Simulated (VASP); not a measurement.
# Fe (P6_3/mmc) in VASP: notebook

Runs on Fe. Level: PBEsol. Tasks: single point.

Everything below comes from runs of VASP 6.6.1. Logs are shortened: lines on timing, memory, paths and dates and some standing lists are left out, and cuts for length are marked.

### Step 1. The cell of the first run

It takes space group P6_3/mmc (No. 194, hexagonal). Conventional cell: a = 2.434 Å, b = 2.434 Å, c = 3.842 Å, α = 90.00°, β = 90.00°, γ = 120.00°. Fe (site symmetry -6m2) has 12 Fe at 2.38 to 2.43 Å within 3.1 Å.

### Step 2. Single point, PBEsol, collinear spin, ferromagnetic start

INCAR

```
ALGO     = Normal         # electronic algorithm
EDIFF    = 1E-6           # SCF threshold, eV
ENCUT    = 520            # plane-wave cutoff, eV
GGA      = PS             # functional
ISIF     = 2              # what is computed and relaxed
ISMEAR   = -1             # smearing method
ISPIN    = 2              # spin polarisation
LASPH    = T              # aspherical terms in the spheres
LCHARG   = F              # write CHGCAR
LMAXMIX  = 4              # l up to which the mixer works
LORBIT   = 11             # projections on sites
LREAL    = F              # projectors in reciprocal space
LWAVE    = F              # write WAVECAR
MAGMOM   = 3 3            # initial moments
NBANDS   = 19             # bands
NELM     = 150            # most SCF steps
NUPDOWN  = 6.0            # fixed moment
PREC     = Accurate       # precision mode
SIGMA    = 0.05           # smearing width, eV
```

KPOINTS

```
k-points
0
Gamma
  10 10 6
```

POSCAR

```
Fe
1.0
    2.4341575853      0.0000000000      0.0000000000
   -1.2170787927      2.1080423057      0.0000000000
    0.0000000000      0.0000000000      3.8419344700
Fe
2
Direct
    0.6666666667      0.3333333333      0.7500000000
    0.3333333333      0.6666666667      0.2500000000
```

Potentials or basis: VASP PAW PBE potentials, release 64 (Fe).

Launch:

```bash
cat potpaw_PBE.64/Fe/POTCAR > POTCAR
mpirun -np 1 vasp_std > vasp.out
```

OUTCAR:

```text
EDIFF = 1E-6
   ENCUT = 520
   GGA = PS
   ISIF = 2
   ISMEAR = -1
   ISPIN = 2
   LASPH = T
   LORBIT = 11
   LREAL = F
   NELM = 150
   NUPDOWN = 6.0
   PREC = Accurate

 ion  position               nearest neighbor table
   1  0.667  0.333  0.750-   2 2.38   2 2.38   2 2.38   2 2.38   2 2.38   2 2.38
   2  0.333  0.667  0.250-   1 2.38   1 2.38   1 2.38   1 2.38   1 2.38   1 2.38

  LATTYP: Found a hexagonal cell.
 ALAT       =     2.4341575853
 C/A-ratio  =     1.5783425417

  Lattice vectors:

 A1 = (   2.4341575853,   0.0000000000,   0.0000000000)
 A2 = (  -1.2170787927,   2.1080423057,   0.0000000000)
 A3 = (   0.0000000000,   0.0000000000,   3.8419344700)

Analysis of symmetry for initial positions (statically):
=====================================================================
 Subroutine PRICEL returns:
 Original cell was already a primitive cell.

 Routine SETGRP: Setting up the symmetry group for a
 hexagonal supercell.

 Subroutine GETGRP returns: Found 24 space group operations
 (whereof 12 operations were pure point group operations)
 out of a pool of 24 trial point group operations.

The static configuration has the point symmetry D_3d.
 The point group associated with its full space group is D_6h.

Analysis of symmetry for dynamics (positions and initial velocities):
=====================================================================
 Subroutine PRICEL returns:
 Original cell was already a primitive cell.

 Routine SETGRP: Setting up the symmetry group for a
 hexagonal supercell.

 Subroutine GETGRP returns: Found 24 space group operations
 (whereof 12 operations were pure point group operations)
 out of a pool of 24 trial point group operations.

The dynamic configuration has the point symmetry D_3d.
 The point group associated with its full space group is D_6h.

Analysis of structural, dynamic, and magnetic symmetry:
=====================================================================
 Subroutine PRICEL returns:
 Original cell was already a primitive cell.

 Routine SETGRP: Setting up the symmetry group for a
 hexagonal supercell.

 Subroutine GETGRP returns: Found 24 space group operations
 (whereof 12 operations were pure point group operations)
 out of a pool of 24 trial point group operations.

The overall configuration has the point symmetry D_3d.
 The point group associated with its full space group is D_6h.

 Subroutine INISYM returns: Found 24 space group operations
 (whereof 12 operations are pure point group operations),
 and found     1 'primitive' translations

----------------------------------------------------------------------------------------

                                     Primitive cell

  volume of cell :      19.7141

  direct lattice vectors                    reciprocal lattice vectors
     2.434157585  0.000000000  0.000000000     0.410819746  0.237186891  0.000000000
    -1.217078793  2.108042306  0.000000000     0.000000000  0.474373781  0.000000000
     0.000000000  0.000000000  3.841934470     0.000000000  0.000000000  0.260285543

  length of vectors
     2.434157585  2.434157585  3.841934470     0.474373781  0.474373781  0.260285543

  position of ions in fractional coordinates (direct lattice)
     0.666666667  0.333333333  0.750000000
     0.333333333  0.666666667  0.250000000

  ion indices of the primitive-cell ions
   primitive index   ion index
                 1           1
                 2           2

----------------------------------------------------------------------------------------

 KPOINTS: k-points

Automatic generation of k-mesh.
 Grid dimensions read from file:
 generate k-points for:   10   10    6

 Generating k-lattice:

  Cartesian coordinates                     Fractional coordinates (reciprocal lattice)
     0.041081975  0.023718689  0.000000000     0.100000000  0.000000000  0.000000000
     0.000000000  0.047437378  0.000000000     0.000000000  0.100000000  0.000000000
     0.000000000  0.000000000  0.043380924     0.000000000  0.000000000  0.166666667

  Length of vectors
     0.047437378  0.047437378  0.043380924

  Shift w.r.t. Gamma in fractional coordinates (k-lattice)
     0.000000000  0.000000000  0.000000000

 Subroutine IBZKPT returns following result:
 ===========================================

 Found     56 irreducible k-points:

 Following reciprocal coordinates:
            Coordinates               Weight
  0.000000  0.000000  0.000000      1.000000
  0.100000 -0.000000  0.000000      6.000000
  0.200000 -0.000000  0.000000      6.000000
  0.300000  0.000000  0.000000      6.000000
  0.400000  0.000000  0.000000      6.000000
  0.500000  0.000000  0.000000      3.000000
[... 16 lines left out ...]
  0.300000  0.100000  0.166667     24.000000
  0.400000  0.100000  0.166667     24.000000
 [... further k-points ...]
   k-points           NKPTS =     56   k-points in BZ     NKDIM =     56   number of bands    NBANDS=     19
   number of dos      NEDOS =    301   number of ions     NIONS =      2
   total plane-waves  NPLWV =   9720
   dimension x,y,z NGX =    18 NGY =   18 NGZ =   30
   dimension x,y,z NGXF=    36 NGYF=   36 NGZF=   60
   ions per type =               2
   NGX,Y,Z   is equivalent  to a cutoff of  12.29, 12.29, 12.98 a.u.
   NGXF,Y,Z  is equivalent  to a cutoff of  24.59, 24.59, 25.96 a.u.
 SYSTEM =  unknown system
   PREC   = accura    normal or accurate (medium, high low for compatibility)
   ISTART =      0    job   : 0-new  1-cont  2-samecut
   ICHARG =      2    charge: 1-file 2-atom 10-const
   ISPIN  =      2    spin polarized calculation?
   LNONCOLLINEAR =      F non collinear calculations
   LSORBIT =      F    spin-orbit coupling
   LASPH  =      T    aspherical Exc in radial PAW
   ENCUT  =  520.0 eV  38.22 Ry    6.18 a.u.   4.53  4.53  7.14*2*pi/ulx,y,z
   NELM   =    150;   NELMIN=  2; NELMDL= -5     # of ELM steps
   EDIFF  = 0.1E-05   stopping-criterion for ELM
   LREAL  =      F    real-space projection
   EDIFFG = 0.1E-04   stopping-criterion for IOM
   NSW    =      0    number of steps for IOM
   IBRION =     -1    ionic relax: 0-MD 1-quasi-New 2-CG
   NFREE  =      0    steps in history (QN), initial steepest desc. (CG)
   ISIF   =      2    stress and relaxation
   ISYM   =      2    0-nonsym 1-usesym 2-fastsym
   POTIM  = 0.5000    time-step for ionic-motion
   TEBEG  =    0.0;   TEEND  =   0.0 temperature during run
   PSTRESS=    0.0 pullay stress
   NELECT =      16.0000    total number of electrons
   NUPDOWN=       6.0000    fix difference up-down
   EMIN   =  10.00;   EMAX   =-10.00  energy-range for DOS
   EFERMI =   0.00;   METHOD = LEGACY
   ISMEAR =    -1;   SIGMA  =   0.05  broadening in eV -4-tet -1-fermi 0-gaus
   EFERMI_NEDOS =   21; number of points for ismear=-14 and -15
   IALGO  =     38    algorithm
   IMIX   =      4    mixing-type and parameters
     AMIX     =   0.40;   BMIX     =  1.00
     AMIX_MAG =   1.60;   BMIX_MAG =  1.00
  volume/ion in A,a.u.               =       9.86        66.52
  Fermi-wavevector in a.u.,A,eV,Ry     =   1.527058  2.885721 31.727505  2.331906
  Thomas-Fermi vector in A             =   2.635006
   LORBIT       =     11    0 simple, 1 ext, 2 COOP (PROOUT), +10 PAW based schemes
   GGA     = PS    functional components
   LHFCALC =     F    Hartree Fock is set to
   AEXX    =    0.0000 exact exchange contribution
   IVDW    =     0    specifies the selected vdW correction
   LEPSILON=     F    determine dielectric tensor
   LRPA    =     F    only Hartree local field effects (RPA)
 spin polarized calculation
  energy-cutoff  :      520.00
  volume of cell :       19.71
 maximum number of plane-waves:       546
   NGX =  9   NGY =  9   NGZ = 15

 number of electron      16.0000008 magnetization       6.0000005

 Free energy of the ion-electron system (eV)
  ---------------------------------------------------
  ext. energy  EPLUGINS =         0.00000000
  ---------------------------------------------------
  free energy    TOTEN  =       -16.22743944 eV

  energy without entropy =      -16.20997514  energy(sigma->0) =      -16.21870729

 E-fermi :   7.1182     XC(G=0): -14.0602

 val. band max:        9.1675844511   @ k =   0.2000   0.1000   0.3333
 cond. band min:       7.1203157853   @ k =   0.3000   0.0000   0.5000
 fundamental gap:     -2.0472686657
 Fermi energy:         9.1837886809

 spin component 1

 k-point     1 :       0.0000    0.0000    0.0000
  band No.  band energies     occupation
      1      -2.3664      1.00000
      2       1.3929      1.00000
      3       4.5188      1.00000
      4       4.5188      1.00000
      5       4.7943      1.00000
      6       4.9962      1.00000
[... 11 lines left out ...]
     18      33.7618      0.00000
     19      34.3044      0.00000
[... 485 lines left out ...]
 k-point    24 :       0.4000    0.1000    0.1667
  band No.  band energies     occupation
      1       1.5893      1.00000
      2       1.9751      1.00000
      3       2.7833      1.00000
      4       3.4316      1.00000
      5       4.2754      1.00000
      6       5.2395      1.00000
[... 11 lines left out ...]
     18      27.7509      0.00000
     19      32.9966      0.00000

 [... further k-points ...]

 spin component 2

 k-point     1 :       0.0000    0.0000    0.0000
  band No.  band energies     occupation
      1      -1.5527      1.00000
      2       3.2042      1.00000
      3       7.2736      0.04281
      4       7.2736      0.04281
      5       7.4649      0.00097
      6       7.8444      0.00000
[... 11 lines left out ...]
     18      34.6817      0.00000
     19      35.5823      0.00000
[... 485 lines left out ...]
 k-point    24 :       0.4000    0.1000    0.1667
  band No.  band energies     occupation
      1       3.4377      1.00000
      2       4.0814      1.00000
      3       4.7797      1.00000
      4       5.4324      1.00000
      5       6.9570      0.96177
      6       7.6325      0.00003
[... 11 lines left out ...]
     18      28.8386      0.00000
     19      33.9848      0.00000

 [... further k-points ...]
[... 5 lines left out ...]
  --------------------------------------------------------------------------------------
  -------------------------------------------------------------------------------------
  Total        7.6874443      7.6874443      9.5637535     -0.0000000      0.0000000      0.0000000
  in kB      624.7619873    624.7619873    777.2504643     -0.0000000      0.0000000      0.0000000
  external PRESSURE =     675.5914796 kB  Pullay stress =       0.0000000 kB

 VOLUME and BASIS-vectors are now :
 -----------------------------------------------------------------------------
  energy-cutoff  :      520.00
  volume of cell :       19.71
      direct lattice vectors                 reciprocal lattice vectors
     2.434157585  0.000000000  0.000000000     0.410819746  0.237186891  0.000000000
    -1.217078793  2.108042306  0.000000000     0.000000000  0.474373781  0.000000000
     0.000000000  0.000000000  3.841934470     0.000000000  0.000000000  0.260285543

 POSITION                                       TOTAL-FORCE (eV/Angst)
 -----------------------------------------------------------------------------------
      1.21708      0.70268      2.88145        -0.000000     -0.000000      0.000000
     -0.00000      1.40536      0.96048         0.000000      0.000000      0.000000
 -----------------------------------------------------------------------------------
    total drift:                                0.000000     -0.000000     -0.000000

  FREE ENERGIE OF THE ION-ELECTRON SYSTEM (eV)
  ---------------------------------------------------
  free  energy   TOTEN  =       -16.2274394445 eV

  energy  without entropy=      -16.2099751445  energy(sigma->0) =      -16.21870729

 total charge

# of ion       s       p       d       tot
------------------------------------------
    1        0.588   0.704   6.332   7.624
    2        0.588   0.704   6.332   7.624
--------------------------------------------------
tot          1.175   1.408  12.664  15.247

 magnetization (x)

# of ion       s       p       d       tot
------------------------------------------
    1        0.007   0.072   2.854   2.933
    2        0.007   0.072   2.854   2.933
--------------------------------------------------
tot          0.013   0.144   5.709   5.867
```

It took 16 s on 1 thread of Intel Xeon 6975P-C (Granite Rapids), shared host; peak memory 0.15 GiB.

Results:

| Property | Result |
| --- | --- |
| Free energy | -16.2274 eV |
| Pressure | 67.6 GPa |
| Net moment | 6.00 μB per cell |
| Site moments | Fe +2.93 μB |
| Valence electrons inside the program's atomic spheres | Fe 7.62 |

Stress tensor (GPa, compression positive):
```
62.48  0.00  0.00
 0.00 62.48  0.00
 0.00  0.00 77.73
```

Caveat: the PAW data sets were made with another functional, which shifts forces and pressure a little; the total moment is fixed, so each spin has its own Fermi level.

### Step 3. Single point, PBEsol, collinear spin, ferromagnetic start

INCAR

```
SYSTEM = Fe
PREC = Accurate
ENCUT = 520
EDIFF = 1E-6
ISMEAR = -1
SIGMA = 0.05
LREAL = .False.
LASPH = .True.
NELM = 150
ALGO = Normal
ISIF = 2
LWAVE = .False.
LCHARG = .False.
ISPIN = 2
MAGMOM = 3.75 3.75
LORBIT = 11
NUPDOWN = 7.5
LMAXMIX = 4
GGA = PS
NBANDS = 19
```

KPOINTS

```
Automatic mesh
0
Gamma
  10 10 6
  0 0 0
```

POSCAR is that of step 2.

Potentials or basis: VASP PAW PBE potentials, release 64 (Fe).

Launch:

```bash
cat potpaw_PBE.64/Fe/POTCAR > POTCAR
mpirun -np 1 vasp_std > vasp.out
```

It took 16 s on 1 thread of Intel Xeon 6975P-C (Granite Rapids), shared host; peak memory 0.15 GiB.

The run converged. Its results:

- Free energy: -13.4076 eV
- Pressure: 112.3 GPa
- Net moment: 7.50 μB per cell
- Site moments: Fe +3.65 μB
- Valence electrons inside the program's atomic spheres: Fe 7.62

Stress tensor (GPa, compression positive):
```
109.11   0.00   0.00
  0.00 109.11   0.00
  0.00   0.00 118.66
```

Caveat: the PAW data sets were made with another functional, which shifts forces and pressure a little; the total moment is fixed, so each spin has its own Fermi level.
